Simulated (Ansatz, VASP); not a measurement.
Two plane-wave programs on WC

INCAR

```
  PREC = Accurate
  ENCUT = 1300
  EDIFF = 1E-6
  ISMEAR = 0
  SIGMA = 0.15
  LREAL = F
  LASPH = T
  NELM = 120
  ALGO = Normal
  ISIF = 2
  LWAVE = F
  LCHARG = F
  GGA = PS
  NBANDS = 16
  GGA_COMPAT = F
```

File KPOINTS:

```
regular mesh
0
Gamma
  6 6 6
```

Contents of POSCAR:

```
WC
1.0
    2.9005014360      0.0000000000      0.0000000000
   -1.4502507180      2.5119079273      0.0000000000
    0.0000000000      0.0000000000      2.8290000000
W C
1 1
Direct
    0.0000000000      0.0000000000     -0.0795334040
    0.6666666667      0.3333333333      0.5000000000
```

Input for Ansatz:

```yaml
crystal:
  lattice:
    - [2.900501436, 0.0, 0.0]
    - [-1.450250718, 2.5119079273, 0.0]
    - [0.0, 0.0, 2.829]
  atoms:
    - { symbol: W, position: [0.0, 0.0, -0.079533404] }
    - { symbol: C, position: [0.6666666667, 0.3333333333, 0.5] }
basis:
  ecutwfc: 420
kpoints:
  mp_grid: { grid: [6, 6, 6] }
hamiltonian:
  xc: pbesol
scf:
  occupations: { method: gaussian, width: 0.15 }
output:
  forces: true
  stress: true
  eigenvalues: true
```

Alike in both runs: task single point; functional PBEsol; k mesh 6 × 6 × 6; occupations gaussian, width 0.15 eV; no spin polarisation.

|  | VASP | Ansatz |
| --- | --- | --- |
| version | VASP 6.6.1 | Ansatz 0.2.0 |
| potentials or method | VASP PAW PBE potentials, release 64 (W_sv, C_h), cutoff 1300 eV | scalar-relativistic, plane waves, PAW |
| valence electrons in the cell | 18 | 18 |

VASP gave:

* gap on the k mesh at the Fermi level (eV): none
* pressure (GPa): 11.8
* traceless stress, the component that is largest in VASP (GPa): 1.86
* rms of the force components (eV/Å): 2.064

**Question.** What did Ansatz give for the same quantities?

**Answer.** gap on the k mesh at the Fermi level (eV): none; pressure (GPa): 10.5; traceless stress, the component that is largest in VASP (GPa): 1.73; rms of the force components (eV/Å): 2.046.

VASP's potentials were made for PBE, not for PBEsol. Atom by atom the forces differ by 0.018 eV/Å (rms over components). A gap of «none» marks a metal or a gap that the smearing closes. The functional is the same, so the differences come from potentials, cutoffs and numerics.

The k mesh is coarse, so the values compare programs but aren't converged. Neither program's run includes spin-orbit coupling.
